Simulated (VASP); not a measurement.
Rh: single point with r2SCAN

Rh:

```
Rh
1.0
     2.73098    0.00000    0.00000
    -1.36549    2.36510    0.00000
     0.00000    0.00000    4.42849
Rh
2
Direct
  0.66667 0.33333 0.75000
  0.33333 0.66667 0.25000
```

```yaml
Program: VASP 6.6.1
Task: single point
Functional: r2SCAN
Potentials_or_basis: VASP PAW PBE potentials, release 64 (Rh_pv)
Cutoff: 520 eV
k_mesh: 8 × 8 × 5
Occupations: fermi-dirac, width 0.1 eV
Spin: no spin polarisation
```

```yaml
Pressure: -7.8 GPa
Band_gap_on_the_k_mesh: zero (band 15 reaches 11.71 eV, above the bottom of band 16 at 9.69 eV)
```

Stress tensor (GPa, compression positive):
```
-7.05  0.00  0.00
 0.00 -7.05  0.00
 0.00  0.00 -9.28
```

Levels at points of the mesh, in eV from the Fermi level:
```csv
k point,band 12,band 13,band 14,band 15,band 16,band 17,band 18,band 19
"(0.00, 0.00, 0.00)",-2.44,-2.44,-1.84,-1.84,0.15,0.15,0.92,8.65
"(0.50, 0.00, 0.00)",-2.17,-2.02,0.43,0.60,0.72,3.10,5.24,10.61
```

It took 33 s on 1 thread of Intel(R) Xeon(R) 6975P-C (Granite Rapids) (shared host), peak memory 0.15 GiB.

Caveat: the PAW data sets were made with another functional, which shifts forces and pressure a little.
